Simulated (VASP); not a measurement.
# Y (Fd-3m) in VASP: a series of runs

Y is run at these levels: PBE; tasks: single point.

Program: VASP 6.6.1. These are calculated values, not measurements. Logs are shortened: lines on timing, memory, paths and dates and some standing lists are left out, and cuts for length are marked.

## Step 1: The cell of the first run

It takes space group Fd-3m (No. 227, cubic). Conventional cell: a = 5.454 Å, b = 5.454 Å, c = 5.454 Å, α = 90.00°, β = 90.00°, γ = 90.00°. Y (site symmetry -43m) has 4 Y at 2.36 Å within 3.1 Å.

This isn't the form of Y at room conditions, which is hcp.

## Step 2: Single point, PBE

Input file INCAR:

```
SYSTEM = Y
ALGO = Normal
EDIFF = 1E-7
ENCUT = 520
GGA = PE
ISIF = 2
ISMEAR = -1
LASPH = .TRUE.
LCHARG = .TRUE.
LELF = .TRUE.
LREAL = .FALSE.
LVHAR = .TRUE.
LWAVE = .FALSE.
NBANDS = 18
NELM = 80
PREC = Accurate
SIGMA = 0.05
```

Input file KPOINTS:

```
k-points
0
G
  4 4 4
  0 0 0
```

Input file POSCAR:

```
Y
1.0
    0.0000000000      2.7270734414      2.7270734414
    2.7270734414      0.0000000000      2.7270734414
    2.7270734414      2.7270734414      0.0000000000
Y
2
Direct
    0.0000000000      0.0000000000      0.0000000000
    0.2500000000      0.2500000000      0.2500000000
```

Potentials or basis: VASP PAW PBE potentials, release 64 (Y_sv).

Started as:

```bash
$ cat potpaw_PBE.64/Y_sv/POTCAR > POTCAR
$ mpirun -np 1 vasp_std > vasp.out
```

OUTCAR:

```text
SYSTEM = Y
   EDIFF = 1E-7
   ENCUT = 520
   GGA = PE
   ISIF = 2
   ISMEAR = -1
   LASPH = .TRUE.
   LREAL = .FALSE.
   NELM = 80
   PREC = Accurate

 ion  position               nearest neighbor table
   1  0.000  0.000  0.000-   2 2.36   2 2.36   2 2.36   2 2.36
   2  0.250  0.250  0.250-   1 2.36   1 2.36   1 2.36   1 2.36

  LATTYP: Found a face centered cubic cell.
 ALAT       =     5.4541468828

  Lattice vectors:

 A1 = (   0.0000000000,   2.7270734414,   2.7270734414)
 A2 = (   2.7270734414,   0.0000000000,   2.7270734414)
 A3 = (   2.7270734414,   2.7270734414,   0.0000000000)

Analysis of symmetry for initial positions (statically):
=====================================================================
 Subroutine PRICEL returns:
 Original cell was already a primitive cell.

 Routine SETGRP: Setting up the symmetry group for a
 face centered cubic supercell.

 Subroutine GETGRP returns: Found 48 space group operations
 (whereof 24 operations were pure point group operations)
 out of a pool of 48 trial point group operations.

The static configuration has the point symmetry T_d .
 The point group associated with its full space group is O_h .

Analysis of symmetry for dynamics (positions and initial velocities):
=====================================================================
 Subroutine PRICEL returns:
 Original cell was already a primitive cell.

 Routine SETGRP: Setting up the symmetry group for a
 face centered cubic supercell.

 Subroutine GETGRP returns: Found 48 space group operations
 (whereof 24 operations were pure point group operations)
 out of a pool of 48 trial point group operations.

The dynamic configuration has the point symmetry T_d .
 The point group associated with its full space group is O_h .

 Subroutine INISYM returns: Found 48 space group operations
 (whereof 24 operations are pure point group operations),
 and found     1 'primitive' translations

----------------------------------------------------------------------------------------

                                     Primitive cell

  volume of cell :      40.5621

  direct lattice vectors                    reciprocal lattice vectors
     0.000000000  2.727073441  2.727073441    -0.183346731  0.183346731  0.183346731
     2.727073441  0.000000000  2.727073441     0.183346731 -0.183346731  0.183346731
     2.727073441  2.727073441  0.000000000     0.183346731  0.183346731 -0.183346731

  length of vectors
     3.856664246  3.856664246  3.856664246     0.317565853  0.317565853  0.317565853

[... 62 lines left out ...]
   NELM   =     80;   NELMIN=  2; NELMDL= -5     # of ELM steps
   EDIFF  = 0.1E-06   stopping-criterion for ELM
   LREAL  =      F    real-space projection
   EDIFFG = 0.1E-05   stopping-criterion for IOM
   NSW    =      0    number of steps for IOM
   IBRION =     -1    ionic relax: 0-MD 1-quasi-New 2-CG
   NFREE  =      0    steps in history (QN), initial steepest desc. (CG)
   ISIF   =      2    stress and relaxation
   ISYM   =      2    0-nonsym 1-usesym 2-fastsym
   POTIM  = 0.5000    time-step for ionic-motion
   TEBEG  =    0.0;   TEEND  =   0.0 temperature during run
   PSTRESS=    0.0 pullay stress
   NELECT =      22.0000    total number of electrons
   NUPDOWN=      -1.0000    fix difference up-down
   EMIN   =  10.00;   EMAX   =-10.00  energy-range for DOS
   EFERMI =   0.00;   METHOD = LEGACY
   ISMEAR =    -1;   SIGMA  =   0.05  broadening in eV -4-tet -1-fermi 0-gaus
   EFERMI_NEDOS =   21; number of points for ismear=-14 and -15
   IALGO  =     38    algorithm
   IMIX   =      4    mixing-type and parameters
     AMIX     =   0.40;   BMIX     =  1.00
     AMIX_MAG =   1.60;   BMIX_MAG =  1.00
  volume/ion in A,a.u.               =      20.28       136.86
  Fermi-wavevector in a.u.,A,eV,Ry     =   1.335085  2.522945 24.251728  1.782452
  Thomas-Fermi vector in A             =   2.463816
   LORBIT       =      0    0 simple, 1 ext, 2 COOP (PROOUT), +10 PAW based schemes
   GGA     = PE    functional components
   LHFCALC =     F    Hartree Fock is set to
   AEXX    =    0.0000 exact exchange contribution
   IVDW    =     0    specifies the selected vdW correction
   LEPSILON=     F    determine dielectric tensor
   LRPA    =     F    only Hartree local field effects (RPA)
 non-spin polarized calculation
  energy-cutoff  :      520.00
  volume of cell :       40.56
 maximum number of plane-waves:      1106
 NGX is ok and might be reduce to    30
   NGX = 15   NGY = 15   NGZ = 15

 number of electron      22.0000002 magnetization

 Free energy of the ion-electron system (eV)
  ---------------------------------------------------
  ext. energy  EPLUGINS =         0.00000000
  ---------------------------------------------------
  free energy    TOTEN  =        -6.52882982 eV

  energy without entropy =       -6.51439201  energy(sigma->0) =       -6.52161091

 E-fermi :   5.9508     XC(G=0): -11.2748

 val. band max:        5.2402826387   @ k =   0.2500   0.2500   0.0000
 cond. band min:       5.9733790600   @ k =   0.5000   0.0000   0.0000
 fundamental gap:      0.7330964213
 Fermi energy:         5.9507546793

 k-point     1 :       0.0000    0.0000    0.0000
  band No.  band energies     occupation
      1     -38.3296      2.00000
      2     -35.3876      2.00000
      3     -18.7359      2.00000
      4     -18.7359      2.00000
      5     -18.7359      2.00000
      6     -15.7671      2.00000
[... 145 lines left out ...]
      5     -17.0298      2.00000
      6     -17.0298      2.00000
[... 10 lines left out ...]
     17      13.0161      0.00000
     18      13.0161      0.00000

------------------------ aborting loop because EDIFF is reached ----------------------------------------

  FORCE on cell =-STRESS in cart. coord.  units (eV):
  Direction    XX          YY          ZZ          XY          YZ          ZX
  --------------------------------------------------------------------------------------
  -------------------------------------------------------------------------------------
  Total       10.1354699     10.1354699     10.1354699      0.0000000      0.0000000      0.0000000
  in kB      400.3445990    400.3445990    400.3445990      0.0000000      0.0000000      0.0000000
  external PRESSURE =     400.3445990 kB  Pullay stress =       0.0000000 kB

 VOLUME and BASIS-vectors are now :
 -----------------------------------------------------------------------------
  energy-cutoff  :      520.00
  volume of cell :       40.56
      direct lattice vectors                 reciprocal lattice vectors
     0.000000000  2.727073441  2.727073441    -0.183346731  0.183346731  0.183346731
     2.727073441  0.000000000  2.727073441     0.183346731 -0.183346731  0.183346731
     2.727073441  2.727073441  0.000000000     0.183346731  0.183346731 -0.183346731

 POSITION                                       TOTAL-FORCE (eV/Angst)
 -----------------------------------------------------------------------------------
      0.00000      0.00000      0.00000        -0.000000     -0.000000     -0.000000
      1.36354      1.36354      1.36354         0.000000      0.000000      0.000000
 -----------------------------------------------------------------------------------
    total drift:                                0.000000     -0.000000      0.000000

  FREE ENERGIE OF THE ION-ELECTRON SYSTEM (eV)
  ---------------------------------------------------
  free  energy   TOTEN  =        -6.5288298203 eV

  energy  without entropy=       -6.5143920083  energy(sigma->0) =       -6.52161091
```

OSZICAR:

```text
N       E                     dE             d eps       ncg     rms          rms(c)
DAV:   1     0.103024412126E+03    0.10302E+03   -0.12012E+04   288   0.127E+03
DAV:   2    -0.196580087242E+01   -0.10499E+03   -0.10260E+03   362   0.286E+02
DAV:   3    -0.672638405526E+01   -0.47606E+01   -0.47215E+01   460   0.434E+01
DAV:   4    -0.681903293107E+01   -0.92649E-01   -0.92586E-01   346   0.672E+00
DAV:   5    -0.682099554390E+01   -0.19626E-02   -0.19626E-02   382   0.671E-01    0.510E+01
DAV:   6    -0.660001099170E+01    0.22098E+00   -0.15674E-01   422   0.214E+00    0.298E+01
DAV:   7    -0.652783894989E+01    0.72172E-01   -0.27425E-01   430   0.236E+00    0.113E+00
DAV:   8    -0.652886346711E+01   -0.10245E-02   -0.19334E-02   344   0.108E+00    0.279E-01
DAV:   9    -0.652884411464E+01    0.19352E-04   -0.74792E-04   350   0.175E-01    0.889E-02
DAV:  10    -0.652883057363E+01    0.13541E-04   -0.54910E-05   334   0.626E-02    0.950E-03
DAV:  11    -0.652883030363E+01    0.27000E-06   -0.51060E-06   450   0.127E-02    0.649E-03
DAV:  12    -0.652882974006E+01    0.56356E-06   -0.38096E-07   348   0.466E-03    0.120E-03
DAV:  13    -0.652882982035E+01   -0.80287E-07   -0.54205E-08   252   0.152E-03
   1 F= -.65288298E+01 E0= -.65216109E+01  d E =-.144378E-01
```

It took 22 s on 1 thread of Intel Xeon 8259CL, shared host; peak memory 0.18 GiB.

Results:

* Free energy: -6.5288 eV
* Pressure: 40.0 GPa
* Band gap on the k mesh: zero (bands 11 and 12 overlap by 1.20 eV)

Levels at points of the mesh, in eV from the Fermi level:
```tsv
k point	band 7	band 8	band 9	band 10	band 11	band 12	band 13	band 14	band 15	band 16
(0.00, 0.00, 0.00)	-21.72	-21.72	-4.54	-1.76	-1.76	0.91	0.91	0.91	4.55	4.55
(0.50, 0.00, 0.00)	-21.11	-21.11	-2.33	-1.48	-1.48	-0.89	0.02	0.02	3.42	6.49
(0.50, 0.50, 0.00)	-20.44	-20.44	-3.39	-3.39	0.04	0.04	2.32	2.32	3.74	3.74
```

Caveat: the k points lie up to 0.50 Å⁻¹ apart, too coarse for converged energies and pressures of a metal.

(Part 1 of 2 ends here.)
